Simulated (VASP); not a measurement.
LiNbO3: relaxation of shape and atoms at fixed volume with PBE

LiNbO3:

```xyz
10
Lattice="2.6370 1.5225 4.6433 -2.6370 1.5225 4.6433 0.0000 -3.0450 4.6433" Properties=species:S:1:pos:R:3 pbc="T T T"
Li    0.0000    0.0000    3.4825
Li    0.0000    0.0000   10.4474
Nb    0.0000    0.0000    0.0000
Nb    0.0000    0.0000    6.9650
O    -0.6313   -1.5225    5.8041
O     1.6342    0.2145    5.8041
O    -1.0029    1.3080    5.8041
O    -1.6342   -0.2145    8.1258
O     0.6313    1.5225    8.1258
O     1.0029   -1.3080    8.1258
```

```yaml
Program: VASP 6.6.1
Task: relaxation of shape and atoms at fixed volume
Functional: PBE
Potentials_or_basis: VASP PAW PBE potentials, release 64 (Li_sv, Nb_sv, O)
Cutoff: 600 eV
k_mesh: 6 × 6 × 6
Occupations: gaussian, width 0.02 eV
Spin: no spin polarisation
Dipole_correction: no
Further_INCAR_settings: ALGO = Normal; EDIFF = 1e-06; IBRION = 2; EDIFFG = -0.01; NSW = 50; ISIF = 4
```

The energy gained by relaxing is 2.1 meV/atom, the ionic steps are 6 and the pressure after relaxing is -4.4 GPa. The band gap on the k mesh is 2.40 eV (least direct gap 2.56 eV).

The path:
```csv
step,energy change (eV),largest force (eV/Å),pressure (GPa),volume (Å³)
1,0.0000,0.2226,-6.18,111.85
2,-0.0118,0.1408,-5.56,111.85
3,-0.0196,0.0111,-4.52,111.85
4,-0.0196,0.0051,-4.47,111.85
5,-0.0204,0.0030,-4.42,111.85
6,-0.0205,0.0012,-4.38,111.85
```

Final structure:
```
Li Nb O
1.0
     2.63927    1.52378    4.63541
    -2.63927    1.52378    4.63541
     0.00000   -3.04757    4.63541
Li Nb O
2 2 6
Direct
  0.25000 0.25000 0.25000
  0.75000 0.75000 0.75000
  0.00000 0.00000 0.00000
  0.50000 0.50000 0.50000
  0.13623 0.36377 0.75000
  0.75000 0.13623 0.36377
  0.36377 0.75000 0.13623
  0.25000 0.86377 0.63623
  0.86377 0.63623 0.25000
  0.63623 0.25000 0.86377
```

Levels at points of the mesh, in eV from the valence-band top:
| k point | band 31 | band 32 | band 33 | band 34 | band 35 | band 36 | band 37 | band 38 |
| --- | --- | --- | --- | --- | --- | --- | --- | --- |
| (0.00, 0.00, 0.00) | -0.23 | -0.20 | -0.20 | -0.13 | 2.44 | 2.44 | 2.61 | 4.53 |
| (0.50, 0.00, 0.00) | -0.29 | -0.29 | -0.23 | -0.23 | 3.98 | 3.98 | 4.02 | 4.02 |
| (0.50, 0.50, 0.00) | -1.02 | -0.41 | -0.34 | -0.22 | 2.40 | 3.54 | 3.88 | 4.21 |
| (0.50, 0.50, 0.50) | -0.30 | -0.30 | -0.30 | -0.30 | 4.05 | 4.05 | 4.28 | 4.28 |

Run time: 6.9 min on 1 thread of Intel(R) Xeon(R) 6975P-C (Granite Rapids), on a shared host, peak memory 0.43 GiB.

Caveat: the cutoff is under 1.25 times the usual one of these potentials, so pressure, stress and relaxed cells hold a basis-set (Pulay) error. A k mesh can miss the band edges.
